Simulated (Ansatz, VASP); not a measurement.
## One calculation of Cu, two programs

```
CELL_PARAMETERS angstrom
0.00000 1.81487 1.81487
1.81487 0.00000 1.81487
1.81487 1.81487 0.00000
ATOMIC_POSITIONS crystal
Cu 0.00000 0.00000 0.00000
```

Alike in both runs: task single point; functional r2SCAN; k mesh 20 × 20 × 20; occupations gaussian, width 0.1 eV; no spin polarisation.

|  | VASP | Ansatz |
| --- | --- | --- |
| version | VASP 6.6.1 | Ansatz 0.2.0 |
| potentials or method | VASP PAW PBE potentials, release 64 (Cu), cutoff 520 eV | scalar-relativistic, plane waves, PAW |
| valence electrons in the cell | 11 | 19 |

```tsv
	VASP	Ansatz	Ansatz less VASP
gap on the k mesh at the Fermi level (eV)	none	none	-
pressure (GPa)	-5.8	-6.4	-0.59
```

VASP's potentials were made for PBE, not for r2SCAN. A gap of «none» marks a metal or a gap that the smearing closes. The functional is the same, so the differences come from potentials, cutoffs and numerics. VASP's potentials hold 11 valence electrons a cell and Ansatz's 19, so a difference there can come from the potentials and not from the codes.
